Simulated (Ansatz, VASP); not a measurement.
This is a calculation of Co for Ansatz 0.2.0.

The input input.yaml:

```yaml
crystal:
  lattice:
    - [2.4719999032, 0.0, 0.0]
    - [-1.2359999516, 2.1408147143, 0.0]
    - [0.0, 0.0, 4.02114408]
  atoms:
    - { symbol: Co, position: [0.6666666667, 0.3333333333, 0.75], spin: 4.0 }
    - { symbol: Co, position: [0.3333333333, 0.6666666667, 0.25], spin: 4.0 }
hamiltonian:
  xc: pbesol
  pseudopotentials: { kind: paw }
magnetization:
  spin_polarized: true
  initial_magnetization: 8.0
  spin_locking: { lock_magnetization: hard }
kpoints:
  mp_grid: { grid: [10, 10, 6] }
scf:
  occupations: { method: fermi_dirac, width: 0.05 }
  lower_state_search: "off"
output:
  forces: true
  stress: true
  eigenvalues: true
```

Potentials or basis: Ansatz PAW.

Launch:

```sh
$ ansatz run input.yaml --threads 2 --pin off --max-ram 5632MiB --backend cpu --events-out ev --progress --plain --runs-dir out
```

**Question.** Translate it to VASP 6.6.1. Potentials there: VASP PAW PBE potentials, release 64 (Co).

**Answer.** As run (the cutoff follows the program's own potentials):

Contents of INCAR:

```
PREC = Accurate ; ENCUT = 520
EDIFF = 1E-7 ; ISMEAR = -1
SIGMA = 0.05 ; LREAL = False
LASPH = True ; NELM = 150
ALGO = Normal ; ISIF = 2
LWAVE = False ; LCHARG = False
ISPIN = 2 ; MAGMOM = 4 4
LORBIT = 11 ; NUPDOWN = 8.0
LMAXMIX = 4 ; GGA = PS
NBANDS = 20
```

KPOINTS

```
regular mesh
0
Gamma
  10 10 6
```

File POSCAR:

```
Co
1.0
    2.4719999032      0.0000000000      0.0000000000
   -1.2359999516      2.1408147143      0.0000000000
    0.0000000000      0.0000000000      4.0211440800
Co
2
Direct
    0.6666666667      0.3333333333      0.7500000000
    0.3333333333      0.6666666667      0.2500000000
```

Potentials or basis: VASP PAW PBE potentials, release 64 (Co).

The run is started by

```console
$ cat potpaw_PBE.64/Co/POTCAR > POTCAR
$ mpirun -np 1 vasp_std > vasp.out
```

Both were run:

|  | VASP | Ansatz | Ansatz less VASP |
| --- | --- | --- | --- |
| net moment per atom (μB) | 4.00 | 4.00 | 0.000 |
| size of the moment on the site where the two differ most (μB) | 3.75 | 3.52 | -0.225 |

VASP's potentials were made for PBE, not for PBEsol. Site moments also hang on the region over which each program counts them. VASP's potentials hold 18 valence electrons a cell and Ansatz's 34, so a difference there can come from the potentials and not from the codes.
